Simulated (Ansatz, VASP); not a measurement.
LiAlO: VASP beside Ansatz

```
CELL_PARAMETERS angstrom
3.44499 0.00000 0.00000
0.00000 3.44499 0.00000
0.00000 0.00000 5.90804
ATOMIC_POSITIONS crystal
Li 0.50000 0.00000 0.60913
Li 0.00000 0.50000 0.39087
Al 0.00000 0.00000 0.00000
Al 0.50000 0.50000 0.00000
O 0.50000 0.00000 0.28875
O 0.00000 0.50000 0.71125
```

Change from the starting cell: species swapped into the PrTiGe type (P4/nmm, No. 129).

Alike in both runs: task relaxation of cell and atoms; functional PBE; k mesh 12 × 12 × 6; occupations gaussian, width 0.1 eV; no spin polarisation.

```csv
,VASP,Ansatz
version,VASP 6.6.1,Ansatz 0.2.0
potentials or method,"VASP PAW PBE potentials, release 64 (Li_sv, Al, O), cutoff 600 eV","scalar-relativistic, plane waves, PAW"
valence electrons in the cell,24,24
```

Ansatz gave:

```
gap on the k mesh at the Fermi level, each at its own relaxed structure (eV) : none
relaxed volume (Å³/atom)                                                     : 11.66
relaxed length of the cell vector where the two differ most in proportion (Å)              : 3.441
```

**Question.** Estimate VASP's values.

**Answer.** gap on the k mesh at the Fermi level, each at its own relaxed structure (eV): none; relaxed volume (Å³/atom): 11.63; relaxed length of the cell vector where the two differ most in proportion (Å): 3.435.

A gap of «none» marks a metal or a gap that the smearing closes.

Noted on VASP's run: the cutoff is under 1.25 times that of the potentials, so the pressure is a little rough.
